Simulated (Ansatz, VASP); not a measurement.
# Y in VASP and in Ansatz

```
Y
1.0
    -2.00806    2.00806    2.00806
     2.00806   -2.00806    2.00806
     2.00806    2.00806   -2.00806
Y
1
Direct
  0.00000 0.00000 0.00000
```

Alike in both runs: task single point; functional LDA; k mesh 13 × 13 × 13; occupations fermi-dirac, width 0.1 eV; no spin polarisation.

|  | VASP | Ansatz |
| --- | --- | --- |
| version | VASP 6.6.1 | Ansatz 0.2.0 |
| potentials or method | VASP PAW LDA potentials, release 64 (Y_sv), cutoff 520 eV | plane waves (420 eV) with PAW, scalar-relativistic |
| valence electrons in the cell | 11 | 11 |

```tsv
	VASP	Ansatz	Ansatz less VASP
pressure (GPa)	-3.0	-2.9	+0.12
```

Ansatz warns that its potentials were made for another functional, while VASP's fit it. LDA's correlation is that of Perdew and Zunger in VASP and of Perdew and Wang (1992) in Ansatz.
